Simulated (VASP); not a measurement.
Wanted: the native input for a VASP 6.6.1 run.

```
Task                   : single point
Functional             : PBEsol
Potentials or basis    : VASP PAW PBE potentials, release 64 (Sr_sv)
Cutoff                 : 520 eV
k mesh                 : 14 × 14 × 14
Occupations            : gaussian, width 0.15 eV
Spin                   : no spin polarisation
Dipole correction      : no
Further INCAR settings : ALGO = Fast; EDIFF = 1e-07; NBANDS = 11
```

The structure of Sr lies in POSCAR:

```
Sr
1.0
   -2.3886250000      2.3886250000      2.3522500000
    2.3886250000     -2.3886250000      2.3522500000
    2.3886250000      2.3886250000     -2.3522500000
Sr
1
Direct
    0.0000000000      0.0000000000      0.0000000000
```

This cell differs from its parent crystal: strain -0.015 along x and y, -0.030 along z.

One way to write it, as run:

INCAR

```
ALGO = Fast
EDIFF = 1E-7
ENCUT = 520
GGA = PS
ISIF = 2
ISMEAR = 0
LASPH = True
LCHARG = True
LELF = True
LREAL = False
LVHAR = True
LWAVE = False
NBANDS = 11
NELM = 60
PREC = Accurate
SIGMA = 0.15
```

KPOINTS

```
k-points
0
Gamma
  14 14 14
```

Potentials or basis: VASP PAW PBE potentials, release 64 (Sr_sv).

Launch:

```bash
$ cat potpaw_PBE.64/Sr_sv/POTCAR > POTCAR
$ mpirun -np 1 vasp_std > vasp.out
```

Results of the run:

* Pressure: -0.6 GPa
* Band gap on the k mesh: zero (bands 5 and 6 overlap by 0.42 eV)

Caveat: the cell differs from its parent crystal (strain -0.015 along x and y, -0.030 along z); the PAW data sets were made with another functional, which shifts forces and pressure a little.

Wall time 97 s on 1 thread of AMD EPYC 9R45 96-Core Processor (Zen 5), on a shared host, peak memory 0.25 GiB.
